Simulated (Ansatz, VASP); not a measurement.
**Two plane-wave programs on Sn**

```
Sn
1.0
     3.50731    0.00000    0.00000
    -1.75365    3.03742    0.00000
     0.00000    0.00000    5.83119
Sn
2
Direct
  0.33333 0.66667 0.25000
  0.66667 0.33333 0.75000
```

Alike in both runs: task single point; functional PBE; k mesh 12 × 12 × 7; occupations fermi-dirac, width 0.1 eV; no spin polarisation.

```csv
,VASP,Ansatz
version,VASP 6.6.1,Ansatz 0.2.0
potentials or method,"VASP PAW PBE potentials, release 64 (Sn_d), cutoff 520 eV","plane waves (420 eV) with PAW, scalar-relativistic"
valence electrons in the cell,28,28
```

Ansatz gave:

* pressure (GPa): -3.9
* traceless stress, the component that is largest in VASP (GPa): -0.28

Task: Estimate VASP's values.

Result: Pressure (GPa): -4.0; traceless stress, the component that is largest in VASP (GPa): -0.28.

With one functional, cell and mesh, what is left measures potentials, basis and numerics.
